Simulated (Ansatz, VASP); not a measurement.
**CoNiC4N4: VASP beside Ansatz**

File INCAR:

```
PREC = Accurate
ENCUT = 520
EDIFF = 1E-6
ISMEAR = 0
SIGMA = 0.1
LREAL = F
LASPH = T
NELM = 150
ALGO = Normal
ISIF = 2
LWAVE = F
LCHARG = F
ISPIN = 2
MAGMOM = 3 2 0 0 0 0 0 0 0 0
LORBIT = 11
LMAXMIX = 4
GGA = PE
NBANDS = 42
```

Contents of KPOINTS:

```
regular mesh
0
Gamma
  4 4 4
```

The input POSCAR:

```
CoNiC4N4
1.0
    5.8826218900      0.0000000000      0.0000000000
    0.0000000000      5.8826218900      0.0000000000
    0.0000000000      0.0000000000      5.8826218900
Co Ni C N
1 1 4 4
Direct
    0.0000000000      0.0000000000      0.0000000000
    0.5000000000      0.5000000000      0.5000000000
    0.1881440800      0.1881440800      0.1881440800
    0.1881440800      0.8118559200      0.8118559200
    0.8118559200      0.1881440800      0.8118559200
    0.8118559200      0.8118559200      0.1881440800
    0.3029738000      0.3029738000      0.3029738000
    0.3029738000      0.6970262000      0.6970262000
    0.6970262000      0.3029738000      0.6970262000
    0.6970262000      0.6970262000      0.3029738000
```

Input for Ansatz:

```yaml
crystal:
  lattice:
    - [5.88262189, 0.0, 0.0]
    - [0.0, 5.88262189, 0.0]
    - [0.0, 0.0, 5.88262189]
  atoms:
    - { symbol: Co, position: [0.0, 0.0, 0.0], spin: 3.0 }
    - { symbol: Ni, position: [0.5, 0.5, 0.5], spin: 2.0 }
    - { symbol: C, position: [0.18814408, 0.18814408, 0.18814408] }
    - { symbol: C, position: [0.18814408, 0.81185592, 0.81185592] }
    - { symbol: C, position: [0.81185592, 0.18814408, 0.81185592] }
    - { symbol: C, position: [0.81185592, 0.81185592, 0.18814408] }
    - { symbol: "N", position: [0.3029738, 0.3029738, 0.3029738] }
    - { symbol: "N", position: [0.3029738, 0.6970262, 0.6970262] }
    - { symbol: "N", position: [0.6970262, 0.3029738, 0.6970262] }
    - { symbol: "N", position: [0.6970262, 0.6970262, 0.3029738] }
basis:
  ecutwfc: 420
kpoints:
  mp_grid: { grid: [4, 4, 4] }
hamiltonian:
  xc: pbe
scf:
  occupations: { method: gaussian, width: 0.1 }
  lower_state_search: "off"
output:
  forces: true
  stress: true
  eigenvalues: true
  populations: true
magnetization:
  spin_polarized: true
```

Alike in both runs: task single point; functional PBE; k mesh 4 × 4 × 4; occupations gaussian, width 0.1 eV; collinear spin.

|  | VASP | Ansatz |
| --- | --- | --- |
| version | VASP 6.6.1 | Ansatz 0.2.0 |
| potentials or method | VASP PAW PBE potentials, release 64 (Co, Ni, C, N), cutoff 520 eV | scalar-relativistic, plane waves, PAW |
| valence electrons in the cell | 55 | 71 |

VASP gave:

| Quantity | Value |
| --- | --- |
| gap on the k mesh at the Fermi level (eV) | none |
| pressure (GPa) | -1.3 |
| rms of the force components (eV/Å) | 0.482 |
| net moment per atom (μB) | 0.50 |
| size of the moment on the site where the two differ most (μB) | 2.27 |

Problem. Which values does Ansatz return?

Solution. gap on the k mesh at the Fermi level (eV): none; pressure (GPa): -1.8; rms of the force components (eV/Å): 0.348; net moment per atom (μB): 0.50; size of the moment on the site where the two differ most (μB): 2.04.

Site moments also hang on the region over which each program counts them. Atom by atom the forces differ by 0.179 eV/Å (rms over components). A gap of «none» marks a metal or a gap that the smearing closes. With one functional, cell and mesh, what is left measures potentials, basis and numerics. VASP's potentials hold 55 valence electrons a cell and Ansatz's 71, so a difference there can come from the potentials and not from the codes.

Noted on VASP's run: the standard files for N, O and F lose accuracy on very short bonds.
